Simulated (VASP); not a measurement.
# As (Cmce) in VASP: settings compared, part 2 of 2

VASP 6.6.1.

## (3) Single point, r2SCAN

Contents of POSCAR:

```
As
1.0
    1.8338257587     -5.5608500978      0.0000000000
    1.8338257587      5.5608500978      0.0000000000
    0.0000000000      0.0000000000      4.5917972154
As
4
Direct
    0.1075954018      0.8924045982      0.0687841447
    0.6075954018      0.3924045982      0.4312158553
    0.8924045982      0.1075954018      0.9312158553
    0.3924045982      0.6075954018      0.5687841447
```

Contents of INCAR.step1:

```
SYSTEM = As
PREC = Accurate ; ENCUT = 520
ISMEAR = -1 ; SIGMA = 0.02
LREAL = .FALSE. ; LASPH = .TRUE.
NELM = 60 ; NBANDS = 18
GGA = PE ; ALGO = Normal
EDIFF = 1E-4 ; LWAVE = .TRUE.
LCHARG = .FALSE.
```

Contents of INCAR.step2:

```
SYSTEM = As
PREC = Accurate ; ENCUT = 520
EDIFF = 1E-7 ; ISMEAR = -1
SIGMA = 0.02 ; LREAL = .FALSE.
LASPH = .TRUE. ; NELM = 60
ALGO = Normal ; ISIF = 2
LWAVE = .FALSE. ; LCHARG = .FALSE.
METAGGA = R2SCAN ; LMIXTAU = .TRUE.
NBANDS = 18 ; ISTART = 1
```

Contents of KPOINTS:

```
Automatic mesh
0
G
  8 8 6
  0 0 0
```

Potentials or basis: VASP PAW PBE potentials, release 64 (As).

Launch:

```bash
$ cat potpaw_PBE.64/As/POTCAR > POTCAR
$ cp INCAR.step1 INCAR
$ mpirun -np 1 vasp_std > vasp.out
$ cp INCAR.step2 INCAR
$ mpirun -np 1 vasp_std > vasp.out
```

OUTCAR:

```text
SYSTEM = As
   PREC = Accurate
   ENCUT = 520
   EDIFF = 1E-7
   ISMEAR = -1
   LREAL = .FALSE.
   LASPH = .TRUE.
   NELM = 60
   ISIF = 2
   METAGGA = R2SCAN
   ISTART = 1

 ion  position               nearest neighbor table
   1  0.108  0.892  0.069-   3 2.48   2 2.48   2 2.48
   2  0.608  0.392  0.431-   4 2.48   1 2.48   1 2.48
   3  0.892  0.108  0.931-   1 2.48   4 2.48   4 2.48
   4  0.392  0.608  0.569-   2 2.48   3 2.48   3 2.48

  LATTYP: Found a base centered orthorhombic cell.
 ALAT       =     3.6676515174
 B/A-ratio  =     3.0323764793
 C/A-ratio  =     1.2519720572

  Lattice vectors:

 A1 = (   1.8338257587,  -5.5608500978,   0.0000000000)
 A2 = (   1.8338257587,   5.5608500978,   0.0000000000)
 A3 = (   0.0000000000,   0.0000000000,   4.5917972154)

Analysis of symmetry for initial positions (statically):
=====================================================================
 Subroutine PRICEL returns:
 Original cell was already a primitive cell.

 Routine SETGRP: Setting up the symmetry group for a
 base centered orthorhombic supercell.
[... 172 lines left out ...]

 E-fermi :   4.3494     XC(G=0):  -9.9026

 val. band max:        4.3425105672   @ k =   0.5000   0.5000   0.0000
 cond. band min:       4.3562658396   @ k =   0.5000   0.5000   0.0000
 fundamental gap:      0.0137552724
 Fermi energy:         4.3493956675

 k-point     1 :       0.0000    0.0000    0.0000
  band No.  band energies     occupation
      1     -11.1005      2.00000
      2      -8.3712      2.00000
      3      -5.6381      2.00000
      4      -1.9820      2.00000
      5      -1.8316      2.00000
      6       0.0569      2.00000
[... 481 lines left out ...]
      5      -1.0605      2.00000
      6      -0.6311      2.00000
[... 10 lines left out ...]
     17      10.9025      0.00000
     18      12.2262      0.00000

 [... further k-points ...]

------------------------ aborting loop because EDIFF is reached ----------------------------------------

  FORCE on cell =-STRESS in cart. coord.  units (eV):
  Direction    XX          YY          ZZ          XY          YZ          ZX
  --------------------------------------------------------------------------------------
  -------------------------------------------------------------------------------------
  Total        0.4581200      0.5455884      0.7100469      0.0000000     -0.0000000      0.0000000
  in kB        7.8375058      9.3339135     12.1474645      0.0000000     -0.0000000      0.0000000
  external PRESSURE =       9.7729613 kB  Pullay stress =       0.0000000 kB

 VOLUME and BASIS-vectors are now :
 -----------------------------------------------------------------------------
  energy-cutoff  :      520.00
  volume of cell :       93.65
      direct lattice vectors                 reciprocal lattice vectors
     1.833825759 -5.560850098  0.000000000     0.272654039 -0.089914310  0.000000000
     1.833825759  5.560850098  0.000000000     0.272654039  0.089914310  0.000000000
     0.000000000  0.000000000  4.591797215     0.000000000  0.000000000  0.217779652

 POSITION                                       TOTAL-FORCE (eV/Angst)
 -----------------------------------------------------------------------------------
      1.83383      4.36421      0.31584         0.000000      0.019032     -0.004508
      1.83383     -1.19664      1.98006         0.000000      0.019032      0.004508
      1.83383     -4.36421      4.27595         0.000000     -0.019032      0.004508
      1.83383      1.19664      2.61174         0.000000     -0.019032     -0.004508
 -----------------------------------------------------------------------------------
    total drift:                                0.000000     -0.000000      0.000000

  FREE ENERGIE OF THE ION-ELECTRON SYSTEM (eV)
  ---------------------------------------------------
  free  energy   TOTEN  =       -58.8092386443 eV

  energy  without entropy=      -58.8090970684  energy(sigma->0) =      -58.80916786
```

OUTCAR.step1:

```text
SYSTEM = As
   PREC = Accurate
   ENCUT = 520
   ISMEAR = -1
   LREAL = .FALSE.
   LASPH = .TRUE.
   NELM = 60
[... 735 lines left out ...]
      1.83383     -1.19664      1.98006         0.000000     -0.245752      0.289232
      1.83383     -4.36421      4.27595         0.000000      0.245752      0.289232
      1.83383      1.19664      2.61174         0.000000      0.245752     -0.289232
 -----------------------------------------------------------------------------------
    total drift:                                0.000000     -0.000000      0.000000

  FREE ENERGIE OF THE ION-ELECTRON SYSTEM (eV)
  ---------------------------------------------------
  free  energy   TOTEN  =       -18.5727255227 eV

  energy  without entropy=      -18.5726937825  energy(sigma->0) =      -18.57270965
```

It took 9.4 min on 1 thread of Intel Xeon Platinum 8259CL at 2.50GHz (Skylake/Cascade Lake), shared host; peak memory 0.35 GiB.

What came out:

| Item | Value |
| --- | --- |
| Free energy | -58.8092 eV |
| Pressure | 1.0 GPa |
| Largest force | 0.020 eV/Å |

Forces in eV/Å, atoms in the order of the input:
```
As   0.000  0.019 -0.005
As   0.000  0.019  0.005
As   0.000 -0.019  0.005
As   0.000 -0.019 -0.005
```

Caveat: the PAW data sets were made with another functional, which shifts forces and pressure a little.
